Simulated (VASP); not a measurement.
Here is a VASP 6.6.1 calculation.

The input INCAR:

```
SYSTEM = NaB12
PREC = Accurate ; ENCUT = 520
EDIFF = 1E-6 ; ISMEAR = 0
SIGMA = 0.1 ; LREAL = .False.
LASPH = .True. ; NELM = 60
ALGO = Normal ; ISIF = 2
LWAVE = .False. ; LCHARG = .False.
GGA = PE ; NBANDS = 34
```

Contents of KPOINTS:

```
regular mesh
0
Gamma
  10 10 10
  0 0 0
```

File POSCAR:

```
NaB12
1.0
   -3.3185505249      3.3185505249      2.6987025800
    3.3185505249     -3.3185505249      2.6987025800
    3.3185505249      3.3185505249     -2.6987025800
Na B
1 12
Direct
    0.5000000000      0.5000000000      0.0000000000
    0.3693297934      0.1571356116      0.5264654050
    0.6306702066      0.8428643884      0.4735345950
    0.1571356116      0.6306702066      0.7878058182
    0.8428643884      0.3693297934      0.2121941818
    0.3693297934      0.8428643884      0.2121941818
    0.6306702066      0.1571356116      0.7878058182
    0.1571356116      0.3693297934      0.5264654050
    0.8428643884      0.6306702066      0.4735345950
    0.0000000000      0.8258540708      0.8258540708
    0.0000000000      0.1741459292      0.1741459292
    0.8258540708      0.0000000000      0.8258540708
    0.1741459292      0.0000000000      0.1741459292
```

Potentials or basis: VASP PAW PBE potentials, release 64 (Na_pv, B).

Command:

```console
$ cat potpaw_PBE.64/Na_pv/POTCAR potpaw_PBE.64/B/POTCAR > POTCAR
$ mpirun -np 1 vasp_std > vasp.out
```

(1) Estimate the band gap on the k mesh.

(2) Predict the pressure.

(3) Predict the largest force.

Answers

(1) zero (an odd number of electrons rules out a gap without spin polarisation).

(2) 0.0 GPa.

(3) 0.004 eV/Å.

Caveat: an odd number of electrons without spin polarisation forces a metal; a magnetic or distorted state may lie lower.
